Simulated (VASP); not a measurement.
A run of VASP 6.6.1 is set up as follows.

The input INCAR:

```
PREC = Accurate
ENCUT = 520
EDIFF = 1E-6
ISMEAR = 0
SIGMA = 0.018000000000000002
LREAL = False
LASPH = True
NELM = 80
ALGO = Fast
ISIF = 2
LWAVE = False
LCHARG = True
GGA = PE
LELF = True
LVHAR = True
NBANDS = 19
```

KPOINTS

```
regular mesh
0
Gamma
  9 9 5
```

File POSCAR:

```
Zr
1.0
    3.2320000000      0.0000000000      0.0000000000
   -1.6160000000      2.7989941050      0.0000000000
    0.0000000000      0.0000000000      5.1470000000
Zr
2
Direct
    0.6666666667      0.3333333333      0.7500000000
    0.3333333333      0.6666666667      0.2500000000
```

Potentials or basis: VASP PAW PBE potentials, release 64 (Zr_sv).

Run with:

```console
$ cat potpaw_PBE.64/Zr_sv/POTCAR > POTCAR
$ mpirun -np 1 vasp_std > vasp.out
```

**Question.** Estimate the band gap on the k mesh.

**Answer.** Zero (band 12 reaches 9.85 eV, above the bottom of band 13 at 8.74 eV).

**Question.** Estimate the pressure.

**Answer.** 0.6 GPa.

Stress tensor (GPa, compression positive):
```
0.22 0.00 0.00
0.00 0.22 0.00
0.00 0.00 1.33
```
